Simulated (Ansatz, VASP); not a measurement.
# Co in VASP and in Ansatz

```xyz
2
Lattice="2.5074 0.0000 0.0000 -1.2537 2.1715 0.0000 0.0000 0.0000 4.0699" Properties=species:S:1:pos:R:3 pbc="T T T"
Co    0.0000    1.4476    1.0175
Co    1.2537    0.7238    3.0524
```

Alike in both runs: task single point; functional r2SCAN; k mesh 14 × 14 × 8; occupations fermi-dirac, width 0.1 eV; collinear spin; Hubbard terms Co d U = 1.3 eV.

|  | VASP | Ansatz |
| --- | --- | --- |
| version | VASP 6.6.1 | Ansatz 0.2.0 |
| potentials or method | VASP PAW PBE potentials, release 64 (Co), cutoff 520 eV | PAW, plane waves, scalar-relativistic |
| valence electrons in the cell | 18 | 34 |

```tsv
	VASP	Ansatz	Ansatz less VASP
pressure (GPa)	-8.7	-7.7	+1.02
traceless stress, the component that is largest in VASP (GPa)	3.21	3.26	+0.043
net moment per atom (μB)	1.81	1.80	-0.009
size of the moment on the site where the two differ most (μB)	1.90	1.96	+0.056
```

VASP's potentials were made for PBE, not for r2SCAN. Site moments also hang on the region over which each program counts them. The programs project onto different local orbitals, so the same U acts differently, and such runs can settle in different states. VASP's potentials hold 18 valence electrons a cell and Ansatz's 34, so a difference there can come from the potentials and not from the codes. Ansatz's warnings: filled band counts differ across k points, stability check not made.
